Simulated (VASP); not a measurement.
# Cs (Im-3m) in VASP: further runs, part 3 of 3

VASP 6.6.1. The steps go on from the part before.

## (6) Relaxation of cell and atoms, BLYP

This run uses another cell than the first one, of 110.45 Å³/atom.

INCAR

```
SYSTEM = Cs
PREC = Accurate ; ENCUT = 600
EDIFF = 1E-7 ; ISMEAR = -1
SIGMA = 0.1 ; LREAL = .False.
LASPH = .True. ; NELM = 100
ALGO = Normal ; ISIF = 3
LWAVE = .False. ; LCHARG = .False.
GGA = B5 ; ALDAX = 1.0
AGGAX = 1.0 ; AGGAC = 1.0
ALDAC = 0.0 ; IBRION = 2
NSW = 80 ; EDIFFG = -0.01
```

KPOINTS

```
Automatic mesh
0
Gamma
  8 8 8
  0 0 0
```

POSCAR

```
Cs
1.0
   -3.0225000000      3.0225000000      3.0225000000
    3.0225000000     -3.0225000000      3.0225000000
    3.0225000000      3.0225000000     -3.0225000000
Cs
1
Direct
    0.0000000000      0.0000000000      0.0000000000
```

Potentials or basis: VASP PAW PBE potentials, release 64 (Cs_sv).

Command:

```sh
$ cat potpaw_PBE.64/Cs_sv/POTCAR > POTCAR
$ mpirun -np 1 vasp_std > vasp.out
```

OUTCAR:

```text
SYSTEM = Cs
   PREC = Accurate
   ENCUT = 600
   EDIFF = 1E-7
   ISMEAR = -1
   LREAL = .False.
   LASPH = .True.
   NELM = 100
   ISIF = 3
   GGA = B5
   IBRION = 2
   NSW = 80
   EDIFFG = -0.01

 ion  position               nearest neighbor table
   1  0.000  0.000  0.000-

  LATTYP: Found a body centered cubic cell.
 ALAT       =     6.0450000000

  Lattice vectors:

 A1 = (  -3.0225000000,   3.0225000000,   3.0225000000)
 A2 = (   3.0225000000,  -3.0225000000,   3.0225000000)
 A3 = (   3.0225000000,   3.0225000000,  -3.0225000000)

Analysis of symmetry for initial positions (statically):
=====================================================================
 Subroutine PRICEL returns:
 Original cell was already a primitive cell.

 Routine SETGRP: Setting up the symmetry group for a
 body centered cubic supercell.

 Subroutine GETGRP returns: Found 48 space group operations
 (whereof 48 operations were pure point group operations)
 out of a pool of 48 trial point group operations.

The static configuration has the point symmetry O_h .

Analysis of symmetry for dynamics (positions and initial velocities):
=====================================================================
 Subroutine PRICEL returns:
 Original cell was already a primitive cell.

 Routine SETGRP: Setting up the symmetry group for a
 body centered cubic supercell.

 Subroutine GETGRP returns: Found 48 space group operations
 (whereof 48 operations were pure point group operations)
 out of a pool of 48 trial point group operations.

The dynamic configuration has the point symmetry O_h .

 Subroutine INISYM returns: Found 48 space group operations
 (whereof 48 operations are pure point group operations),
 and found     1 'primitive' translations

----------------------------------------------------------------------------------------

                                     Primitive cell

  volume of cell :     110.4483

  direct lattice vectors                    reciprocal lattice vectors
    -3.022500000  3.022500000  3.022500000     0.000000000  0.165425972  0.165425972
     3.022500000 -3.022500000  3.022500000     0.165425972  0.000000000  0.165425972
     3.022500000  3.022500000 -3.022500000     0.165425972  0.165425972  0.000000000

  length of vectors
     5.235123566  5.235123566  5.235123566     0.233947653  0.233947653  0.233947653

  position of ions in fractional coordinates (direct lattice)
     0.000000000  0.000000000  0.000000000

  ion indices of the primitive-cell ions
   primitive index   ion index
                 1           1

----------------------------------------------------------------------------------------

 KPOINTS: Automatic mesh

Automatic generation of k-mesh.
 Grid dimensions read from file:
 generate k-points for:    8    8    8

 Generating k-lattice:

  Cartesian coordinates                     Fractional coordinates (reciprocal lattice)
     0.000000000  0.020678246  0.020678246     0.125000000  0.000000000  0.000000000
     0.020678246  0.000000000  0.020678246     0.000000000  0.125000000  0.000000000
     0.020678246  0.020678246  0.000000000     0.000000000  0.000000000  0.125000000

  Length of vectors
     0.029243457  0.029243457  0.029243457

  Shift w.r.t. Gamma in fractional coordinates (k-lattice)
     0.000000000  0.000000000  0.000000000

 Subroutine IBZKPT returns following result:
 ===========================================

 Found     29 irreducible k-points:

 Following reciprocal coordinates:
            Coordinates               Weight
  0.000000  0.000000  0.000000      1.000000
  0.125000  0.000000  0.000000     12.000000
  0.250000  0.000000  0.000000     12.000000
  0.375000  0.000000  0.000000     12.000000
  0.500000  0.000000  0.000000      6.000000
  0.125000  0.125000  0.000000     24.000000
[... 16 lines left out ...]
 -0.250000  0.250000  0.250000      6.000000
 -0.375000  0.375000  0.250000     24.000000
 [... further k-points ...]
   k-points           NKPTS =     29   k-points in BZ     NKDIM =     29   number of bands    NBANDS=      8
   number of dos      NEDOS =    301   number of ions     NIONS =      1
   total plane-waves  NPLWV =  74088
   dimension x,y,z NGX =    42 NGY =   42 NGZ =   42
   dimension x,y,z NGXF=    84 NGYF=   84 NGZF=   84
   ions per type =               1
   NGX,Y,Z   is equivalent  to a cutoff of  13.34, 13.34, 13.34 a.u.
   NGXF,Y,Z  is equivalent  to a cutoff of  26.67, 26.67, 26.67 a.u.
 SYSTEM =  Cs
   PREC   = accura    normal or accurate (medium, high low for compatibility)
   ISTART =      0    job   : 0-new  1-cont  2-samecut
   ICHARG =      2    charge: 1-file 2-atom 10-const
   ISPIN  =      1    spin polarized calculation?
   LNONCOLLINEAR =      F non collinear calculations
   LSORBIT =      F    spin-orbit coupling
   LASPH  =      T    aspherical Exc in radial PAW
   ENCUT  =  600.0 eV  44.10 Ry    6.64 a.u.  10.46 10.46 10.46*2*pi/ulx,y,z
   NELM   =    100;   NELMIN=  2; NELMDL= -5     # of ELM steps
   EDIFF  = 0.1E-06   stopping-criterion for ELM
   LREAL  =      F    real-space projection
   EDIFFG = -.1E-01   stopping-criterion for IOM
   NSW    =     80    number of steps for IOM
   IBRION =      2    ionic relax: 0-MD 1-quasi-New 2-CG
   NFREE  =      1    steps in history (QN), initial steepest desc. (CG)
   ISIF   =      3    stress and relaxation
   ISYM   =      2    0-nonsym 1-usesym 2-fastsym
   POTIM  = 0.5000    time-step for ionic-motion
   TEBEG  =    0.0;   TEEND  =   0.0 temperature during run
   PSTRESS=    0.0 pullay stress
   NELECT =       9.0000    total number of electrons
   NUPDOWN=      -1.0000    fix difference up-down
   EMIN   =  10.00;   EMAX   =-10.00  energy-range for DOS
   EFERMI =   0.00;   METHOD = LEGACY
   ISMEAR =    -1;   SIGMA  =   0.10  broadening in eV -4-tet -1-fermi 0-gaus
   EFERMI_NEDOS =   21; number of points for ismear=-14 and -15
   IALGO  =     38    algorithm
   IMIX   =      4    mixing-type and parameters
     AMIX     =   0.40;   BMIX     =  1.00
     AMIX_MAG =   1.60;   BMIX_MAG =  1.00
  volume/ion in A,a.u.               =     110.45       745.34
  Fermi-wavevector in a.u.,A,eV,Ry     =   0.709746  1.341225  6.853782  0.503739
  Thomas-Fermi vector in A             =   1.796409
   LORBIT       =      0    0 simple, 1 ext, 2 COOP (PROOUT), +10 PAW based schemes
   GGA     = B5    functional components
   LHFCALC =     F    Hartree Fock is set to
   AEXX    =    0.0000 exact exchange contribution
   IVDW    =     0    specifies the selected vdW correction
   LEPSILON=     F    determine dielectric tensor
   LRPA    =     F    only Hartree local field effects (RPA)
 conjugate gradient relaxation of ions
 non-spin polarized calculation
  energy-cutoff  :      600.00
  volume of cell :      110.45
 maximum number of plane-waves:      3715
 NGX is ok and might be reduce to    42
   NGX = 21   NGY = 21   NGZ = 21

--------------------------------------- Ionic step        1  -------------------------------------------

 number of electron       8.9999998 magnetization

 Free energy of the ion-electron system (eV)
  ---------------------------------------------------
  ext. energy  EPLUGINS =         0.00000000
  ---------------------------------------------------
  free energy    TOTEN  =        -0.53109642 eV

  energy without entropy =       -0.48737280  energy(sigma->0) =       -0.50923461

------------------------ aborting loop because EDIFF is reached ----------------------------------------

  FORCE on cell =-STRESS in cart. coord.  units (eV):
  Direction    XX          YY          ZZ          XY          YZ          ZX
  --------------------------------------------------------------------------------------
  -------------------------------------------------------------------------------------
  Total        0.1657092      0.1657092      0.1657092      0.0000000      0.0000000      0.0000000
  in kB        2.4037997      2.4037997      2.4037997      0.0000000      0.0000000      0.0000000
  external PRESSURE =       2.4037997 kB  Pullay stress =       0.0000000 kB
[... 127 lines left out ...]
--------------------------------------- Ionic step        5  -------------------------------------------

 number of electron       8.9999998 magnetization

 Free energy of the ion-electron system (eV)
  ---------------------------------------------------
  ext. energy  EPLUGINS =         0.00000000
  ---------------------------------------------------
  free energy    TOTEN  =        -0.54076471 eV

  energy without entropy =       -0.49679955  energy(sigma->0) =       -0.51878213

 E-fermi :   0.6852     XC(G=0):  -4.7923

 val. band max:        0.6073113520   @ k =   0.2500   0.1250   0.1250
 cond. band min:       0.7104485725   @ k =   0.5000   0.0000   0.0000
 fundamental gap:      0.1031372205
 Fermi energy:         0.6852195301

 k-point     1 :       0.0000    0.0000    0.0000
  band No.  band energies     occupation
      1     -23.3090      2.00000
      2     -10.1051      2.00000
      3     -10.1051      2.00000
      4     -10.1051      2.00000
      5      -0.8954      2.00000
      6       2.9206      0.00000
      7       2.9206      0.00000
      8       2.9206      0.00000
[... 243 lines left out ...]
 k-point    24 :      -0.3750    0.3750    0.2500
  band No.  band energies     occupation
      1     -23.3032      2.00000
      2     -10.1833      2.00000
      3     -10.1555      2.00000
      4     -10.1446      2.00000
      5       0.8340      0.36862
      6       1.8054      0.00003
      7       2.7465      0.00000
      8       2.7554      0.00000

 [... further k-points ...]
[... 5 lines left out ...]
  --------------------------------------------------------------------------------------
  -------------------------------------------------------------------------------------
  Total       -0.0044524     -0.0044524     -0.0044524     -0.0000000      0.0000000     -0.0000000
  in kB       -0.0571624     -0.0571624     -0.0571624     -0.0000000      0.0000000     -0.0000000
  external PRESSURE =      -0.0571624 kB  Pullay stress =       0.0000000 kB
[... 16 lines left out ...]
  FREE ENERGIE OF THE ION-ELECTRON SYSTEM (eV)
  ---------------------------------------------------
  free  energy   TOTEN  =        -0.5407647066 eV

  energy  without entropy=       -0.4967995463  energy(sigma->0) =       -0.51878213

 reached required accuracy - stopping structural energy minimisation
```

CONTCAR:

```text
Cs
   1.00000000000000
    -3.1480707225301416    3.1480707225301416    3.1480707225301416
     3.1480707225301416   -3.1480707225301416    3.1480707225301416
     3.1480707225301416    3.1480707225301416   -3.1480707225301416
  Cs
     1
Direct
     0.0000000000000000    0.0000000000000000    0.0000000000000000

  0.00000000E+00  0.00000000E+00  0.00000000E+00
```

Wall time 3.4 min (1 thread of Intel Xeon Platinum 8259CL at 2.50GHz (Skylake/Cascade Lake), shared host); peak memory 0.27 GiB.

What came out:

```yaml
Free_energy: -0.5408 eV
Relaxed_volume: 124.79 Å³/atom
Relaxed_cell: a = 5.453 Å, b = 5.453 Å, c = 5.453 Å, α = 109.47°, β = 109.47°, γ = 109.47°
Space_group_after_relaxing_to_0.1_Å: Im-3m (No. 229)
Energy_gained_by_relaxing: 9.7 meV/atom
Ionic_steps: 5
Pressure_after_relaxing: 0.0 GPa
Band_gap_on_the_k_mesh: zero (an odd number of electrons rules out a gap without spin polarisation)
```

Step by step:
```tsv
step	energy change (eV)	largest force (eV/Å)	pressure (GPa)	volume (Å³)
1	0.0000	0.0000	0.24	110.45
2	-0.0036	0.0000	0.18	113.12
3	-0.0089	0.0000	0.06	120.20
4	-0.0057	0.0000	-0.11	135.25
5	-0.0097	0.0000	-0.01	124.79
```

Final structure:
```cif
data_structure
_symmetry_space_group_name_H-M 'P 1'
_symmetry_Int_Tables_number 1
_cell_length_a 5.4526
_cell_length_b 5.4526
_cell_length_c 5.4526
_cell_angle_alpha 109.471
_cell_angle_beta 109.471
_cell_angle_gamma 109.471
_cell_volume 124.79
loop_
_atom_site_label
_atom_site_type_symbol
_atom_site_fract_x
_atom_site_fract_y
_atom_site_fract_z
_atom_site_occupancy
Cs1 Cs 0.00000 0.00000 0.00000 1
```

Levels at points of the mesh, in eV from the Fermi level:
| k point | band 1 | band 2 | band 3 | band 4 | band 5 | band 6 | band 7 | band 8 |
| --- | --- | --- | --- | --- | --- | --- | --- | --- |
| (0.00, 0.00, 0.00) | -23.99 | -10.79 | -10.79 | -10.79 | -1.58 | 2.24 | 2.24 | 2.24 |
| (0.50, 0.00, 0.00) | -23.99 | -10.89 | -10.83 | -10.79 | 0.03 | 0.93 | 1.52 | 2.83 |
| (0.50, 0.50, 0.50) | -23.99 | -10.87 | -10.87 | -10.87 | 0.71 | 0.71 | 2.86 | 2.86 |

Caveat: the PAW data sets were made with another functional, which shifts forces and pressure a little; spin-orbit coupling is left out, which moves the levels of the heavy elements.

## (7) The runs side by side

```tsv
task	cell	k mesh	cutoff (eV)	gap on the mesh (eV)	pressure (GPa)
single point	a = 5.296 Å, angles 109.5°, 1 atom	12 × 12 × 12	520	none	0.2
single point	a = 5.372 Å, angles 109.5°, 1 atom	12 × 12 × 12	520	none	0.1
single point	a = 5.445 Å, angles 109.5°, 1 atom	12 × 12 × 12	520	none	0.0
relaxation of cell and atoms	relaxed from a = 5.235 Å, angles 109.5°, 1 atom	8 × 8 × 8	600	none	0.0
```

Alike in all rows: level BLYP; potentials or basis VASP PAW PBE potentials, release 64 (Cs_sv); no spin polarisation; smearing fermi-dirac 0.1 eV.

Caveats: the PAW data sets were made with another functional, which shifts forces and pressure a little; spin-orbit coupling is left out, which moves the levels of the heavy elements.

Total energies depend on the potentials used, so only differences within one code and one set of settings carry meaning.

The gap in the log of VASP goes by the Fermi energy; the results here count the filled bands.